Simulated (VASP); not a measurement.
# Al2GaN3 (R-3m) in VASP: further runs, part 3 of 3

VASP 6.6.1. The steps go on from the part before.

## 5. Single point, r2SCAN+rVV10

This run uses another cell than the first one, of 11.41 Å³/atom.

Contents of POSCAR:

```
Al2GaN3
1.0
    2.7276893764      1.5748321970      2.6563957985
   -2.7276893764      1.5748321970      2.6563957985
    0.0000000000     -3.1496643902      2.6563958007
Al Ga N
2 1 3
Direct
    0.7026074357      0.7026074357      0.7026074357
    0.2973925643      0.2973925643      0.2973925643
    0.0000000000      0.0000000000      0.0000000000
    0.0000000000      0.5000000000      0.0000000000
    0.5000000000      0.0000000000      0.0000000000
    0.0000000000      0.0000000000      0.5000000000
```

Contents of INCAR.step1:

```
SYSTEM = Al2GaN3
PREC = Accurate
ENCUT = 520
ISMEAR = -1
SIGMA = 0.03
LREAL = .FALSE.
LASPH = .TRUE.
NELM = 100
NBANDS = 26
GGA = PE
ALGO = Normal
EDIFF = 1E-4
LWAVE = .TRUE.
LCHARG = .FALSE.
```

Contents of INCAR.step2:

```
SYSTEM = Al2GaN3
PREC = Accurate
ENCUT = 520
EDIFF = 1E-7
ISMEAR = -1
SIGMA = 0.03
LREAL = .FALSE.
LASPH = .TRUE.
NELM = 100
ALGO = Normal
ISIF = 2
LWAVE = .FALSE.
LCHARG = .TRUE.
METAGGA = R2SCAN
LMIXTAU = .TRUE.
LUSE_VDW = .TRUE.
IVDW_NL = 2
BPARAM = 11.95
CPARAM = 0.0093
LELF = .TRUE.
LVHAR = .TRUE.
NBANDS = 26
ISTART = 1
```

Contents of KPOINTS:

```
regular mesh
0
G
  8 8 8
  0 0 0
```

Potentials or basis: VASP PAW PBE potentials, release 64 (Al, Ga_d, N).

Launch:

```console
cat potpaw_PBE.64/Al/POTCAR potpaw_PBE.64/Ga_d/POTCAR potpaw_PBE.64/N/POTCAR > POTCAR
cp INCAR.step1 INCAR
mpirun -np 1 vasp_std > vasp.out
cp INCAR.step2 INCAR
mpirun -np 1 vasp_std > vasp.out
```

OUTCAR:

```text
SYSTEM = Al2GaN3
   PREC = Accurate
   ENCUT = 520
   EDIFF = 1E-7
   ISMEAR = -1
   LREAL = .FALSE.
   LASPH = .TRUE.
   NELM = 100
   ISIF = 2
   METAGGA = R2SCAN
   IVDW_NL = 2
   BPARAM = 11.95
   ISTART = 1

 ion  position               nearest neighbor table
   1  0.703  0.703  0.703-   4 1.89   5 1.89   6 1.89   3 2.37   2 3.20   2 3.20   2 3.20   2 3.23

   2  0.297  0.297  0.297-   4 1.89   5 1.89   6 1.89   3 2.37   1 3.20   1 3.20   1 3.20   1 3.23

   3  0.000  0.000  0.000-   6 2.06   6 2.06   4 2.06   5 2.06   4 2.06   5 2.06   1 2.37   2 2.37

   4  0.000  0.500  0.000-   1 1.89   2 1.89   3 2.06   3 2.06
   5  0.500  0.000  0.000-   1 1.89   2 1.89   3 2.06   3 2.06
   6  0.000  0.000  0.500-   1 1.89   2 1.89   3 2.06   3 2.06

  LATTYP: Found a trigonal (rhomboedric) cell.
 ALAT       =     4.1202942154
 COS(alpha) =     0.1234769060

  Lattice vectors:

 A1 = (   2.7276893764,   1.5748321970,   2.6563957985)
 A2 = (  -2.7276893764,   1.5748321970,   2.6563957985)
 A3 = (   0.0000000000,  -3.1496643902,   2.6563958007)

[... 177 lines left out ...]
  ext. energy  EPLUGINS =         0.00000000
  ---------------------------------------------------
  free energy    TOTEN  =       -50.79002117 eV

  energy without entropy =      -50.78212984  energy(sigma->0) =      -50.78607551

 E-fermi :   6.3983     XC(G=0): -11.7422

 val. band max:        6.3911824163   @ k =   0.5000   0.3750   0.1250
 cond. band min:       6.4045731897   @ k =  -0.1250   0.2500   0.1250
 fundamental gap:      0.0133907734
 Fermi energy:         6.3983357946

 k-point     1 :       0.0000    0.0000    0.0000
  band No.  band energies     occupation
      1     -11.2421      2.00000
      2      -9.4604      2.00000
      3      -9.4604      2.00000
      4      -8.1607      2.00000
      5      -8.0518      2.00000
      6      -8.0518      2.00000
[... 685 lines left out ...]
     25      16.6309      0.00000
     26      17.7868      0.00000

 [... further k-points ...]
[... 5 lines left out ...]
  --------------------------------------------------------------------------------------
  -------------------------------------------------------------------------------------
  Total        0.1647056      0.1647056      0.0492364     -0.0000000     -0.0000000      0.0000000
  in kB        3.8543029      3.8543029      1.1521881     -0.0000000     -0.0000000      0.0000000
  external PRESSURE =       2.9535979 kB  Pullay stress =       0.0000000 kB

 VOLUME and BASIS-vectors are now :
 -----------------------------------------------------------------------------
  energy-cutoff  :      520.00
  volume of cell :       68.47
      direct lattice vectors                 reciprocal lattice vectors
     2.727689376  1.574832197  2.656395799     0.183305330  0.105831381  0.125483308
    -2.727689376  1.574832197  2.656395799    -0.183305330  0.105831381  0.125483308
     0.000000000 -3.149664390  2.656395801     0.000000000 -0.211662763  0.125483309

 POSITION                                       TOTAL-FORCE (eV/Angst)
 -----------------------------------------------------------------------------------
      0.00000      0.00000      5.59921         0.000000     -0.000000     -0.007967
      0.00000      0.00000      2.36998         0.000000      0.000000      0.007967
      0.00000      0.00000      0.00000         0.000000     -0.000000     -0.000000
     -1.36384      0.78742      1.32820         0.000000     -0.000000     -0.000000
      1.36384      0.78742      1.32820        -0.000000     -0.000000     -0.000000
      0.00000     -1.57483      1.32820        -0.000000     -0.000000     -0.000000
 -----------------------------------------------------------------------------------
    total drift:                                0.000000      0.000000     -0.000000

  FREE ENERGIE OF THE ION-ELECTRON SYSTEM (eV)
  ---------------------------------------------------
  free  energy   TOTEN  =       -50.7900211711 eV

  energy  without entropy=      -50.7821298418  energy(sigma->0) =      -50.78607551
```

It took 5.7 min on 1 thread of Intel Xeon 8259CL, shared host; peak memory 0.39 GiB.

Results:

- Free energy: -50.7900 eV
- Pressure: 0.3 GPa
- Largest force: 0.008 eV/Å
- Band gap on the k mesh: zero (bands 17 and 18 overlap by 0.62 eV)

Forces in eV/Å, atoms in the order of the input:
```
Al   0.000  0.000 -0.008
Al   0.000  0.000  0.008
Ga   0.000  0.000  0.000
N    0.000  0.000  0.000
N    0.000  0.000  0.000
N    0.000  0.000  0.000
```

Stress tensor (GPa, compression positive):
```
0.39 0.00 0.00
0.00 0.39 0.00
0.00 0.00 0.12
```

Caveat: semilocal functionals underestimate gaps, and a narrow one can read as zero; the PAW data sets were made with another functional, which shifts forces and pressure a little.

## 6. Relaxation of cell and atoms, r2SCAN+rVV10

Contents of POSCAR:

```
Al2GaN3
1.0
    2.7239807901      1.5726910437      2.6371311020
   -2.7239807901      1.5726910437      2.6371311020
    0.0000000000     -3.1453820837      2.6371311042
Al Ga N
2 1 3
Direct
    0.6966872403      0.6966872403      0.6966872403
    0.3033127597      0.3033127597      0.3033127597
    0.0000000000      0.0000000000      0.0000000000
    0.0000000000      0.5000000000      0.0000000000
    0.5000000000      0.0000000000      0.0000000000
    0.0000000000      0.0000000000      0.5000000000
```

Contents of INCAR.step1:

```
SYSTEM = Al2GaN3
PREC = Accurate
ENCUT = 600
ISMEAR = -1
SIGMA = 0.03
LREAL = .FALSE.
LASPH = .TRUE.
NELM = 80
GGA = PE
ALGO = Normal
EDIFF = 1E-4
LWAVE = .TRUE.
LCHARG = .FALSE.
```

Contents of INCAR.step2:

```
SYSTEM = Al2GaN3
PREC = Accurate
ENCUT = 600
EDIFF = 1E-6
ISMEAR = -1
SIGMA = 0.03
LREAL = .FALSE.
LASPH = .TRUE.
NELM = 80
ALGO = Normal
ISIF = 3
LWAVE = .FALSE.
LCHARG = .FALSE.
METAGGA = R2SCAN
LMIXTAU = .TRUE.
LUSE_VDW = .TRUE.
IVDW_NL = 2
BPARAM = 11.95
CPARAM = 0.0093
IBRION = 2
NSW = 100
EDIFFG = -0.01
ISTART = 1
```

Contents of KPOINTS:

```
Automatic mesh
0
G
  6 6 6
  0 0 0
```

Potentials or basis: VASP PAW PBE potentials, release 64 (Al, Ga_d, N).

Launch:

```console
cat potpaw_PBE.64/Al/POTCAR potpaw_PBE.64/Ga_d/POTCAR potpaw_PBE.64/N/POTCAR > POTCAR
cp INCAR.step1 INCAR
mpirun -np 1 vasp_std > vasp.out
cp INCAR.step2 INCAR
mpirun -np 1 vasp_std > vasp.out
```

Wall time 23 min (1 thread of Intel Xeon 8259CL, shared host); peak memory 0.44 GiB.

The run converged. Its results:

| Quantity | Value |
| --- | --- |
| Free energy | -50.7826 eV |
| Relaxed volume | 11.41 Å³/atom |
| Relaxed cell | a = 4.120 Å, b = 4.120 Å, c = 4.120 Å, α = 82.96°, β = 82.96°, γ = 82.96° |
| Space group after relaxing (to 0.1 Å) | R-3m (No. 166) |
| Energy gained by relaxing | 1.7 meV/atom |
| Ionic steps | 9 |
| Pressure after relaxing | 0.0 GPa |
| Largest force after relaxing | 0.008 eV/Å |
| Band gap on the k mesh | zero (bands 17 and 18 overlap by 0.52 eV) |

Forces in eV/Å, atoms in the order of the input:
```
Al   0.000  0.000  0.008
Al   0.000  0.000 -0.008
Ga   0.000  0.000  0.000
N    0.000  0.000  0.000
N    0.000  0.000  0.000
N    0.000  0.000  0.000
```

Stress tensor (GPa, compression positive):
```
 0.09  0.00  0.00
 0.00  0.09  0.00
 0.00  0.00 -0.04
```

The path:
```
step  energy change (eV)  largest force (eV/Å)  pressure (GPa)  volume (Å³)
   1              0.0000                0.3066           -0.82        67.78
   2             -0.0003                0.1158            1.85        67.22
   3             -0.0046                0.0970            0.52        67.49
   4             -0.0062                0.0812            0.07        67.75
   5             -0.0070                0.0713           -0.10        67.93
   6             -0.0077                0.0525           -0.47        68.29
   7             -0.0087                0.0392           -0.29        68.32
   8             -0.0099                0.0030            0.14        68.41
   9             -0.0099                0.0079            0.04        68.47
```

Final structure:
```
Al Ga N
1.0
     2.72890    1.57553    2.65434
    -2.72890    1.57553    2.65434
     0.00000   -3.15106    2.65434
Al Ga N
2 1 3
Direct
  0.70209 0.70209 0.70209
  0.29791 0.29791 0.29791
  0.00000 0.00000 0.00000
  0.00000 0.50000 0.00000
  0.50000 0.00000 0.00000
  0.00000 0.00000 0.50000
```

Levels at points of the mesh, in eV from the Fermi level:
| k point | band 14 | band 15 | band 16 | band 17 | band 18 | band 19 | band 20 | band 21 |
| --- | --- | --- | --- | --- | --- | --- | --- | --- |
| (0.00, 0.00, 0.00) | -2.61 | -2.55 | -0.66 | -0.66 | -0.03 | 1.94 | 4.00 | 4.00 |
| (0.50, 0.00, 0.00) | -3.55 | -2.07 | -1.97 | -0.58 | 1.16 | 1.83 | 5.98 | 6.54 |
| (0.50, 0.50, 0.00) | -3.14 | -2.76 | -0.53 | 0.07 | 0.91 | 3.62 | 5.92 | 6.46 |
| (0.50, 0.50, 0.50) | -1.09 | -1.09 | -0.41 | -0.41 | 0.82 | 5.10 | 6.77 | 6.77 |

Caveat: semilocal functionals underestimate gaps, and a narrow one can read as zero; the PAW data sets were made with another functional, which shifts forces and pressure a little.

## 7. Summary

| task | level | cell | k mesh | cutoff (eV) | gap on the mesh (eV) | pressure (GPa) | relaxed volume (Å³/atom) | largest force (eV/Å) |
| --- | --- | --- | --- | --- | --- | --- | --- | --- |
| single point | PBEsol | a = 4.105 Å, angles 83.2°, 6 atoms, atomic positions A | 6 × 6 × 6 | 520 | none | 0.1 | - | 0.03 |
| single point | r2SCAN+rVV10 | a = 4.120 Å, angles 82.9°, 6 atoms, atomic positions B | 6 × 6 × 6 | 520 | none | 0.3 | - | 0.03 |
| relaxation of cell and atoms | PBEsol | relaxed from a = 4.472 Å, angles 60.8°, 6 atoms, atomic positions C | 6 × 6 × 6 | 600 | none | 0.0 | 11.23 | 0.01 |
| single point | r2SCAN+rVV10 | a = 4.120 Å, angles 82.9°, 6 atoms, atomic positions B | 8 × 8 × 8 | 520 | none | 0.3 | - | 0.01 |
| relaxation of cell and atoms | r2SCAN+rVV10 | relaxed from a = 4.105 Å, angles 83.2°, 6 atoms, atomic positions A | 6 × 6 × 6 | 600 | none | 0.0 | 11.41 | 0.01 |

Alike in all rows: potentials or basis VASP PAW PBE potentials, release 64 (Al, Ga_d, N); no spin polarisation; smearing fermi-dirac 0.03 eV.

Caveats: semilocal functionals underestimate gaps, and a narrow one can read as zero; the PAW data sets were made with another functional, which shifts forces and pressure a little.

Total energies depend on the potentials used, so only differences within one code and one set of settings carry meaning.

The gap in the log of VASP goes by the Fermi energy; the results here count the filled bands.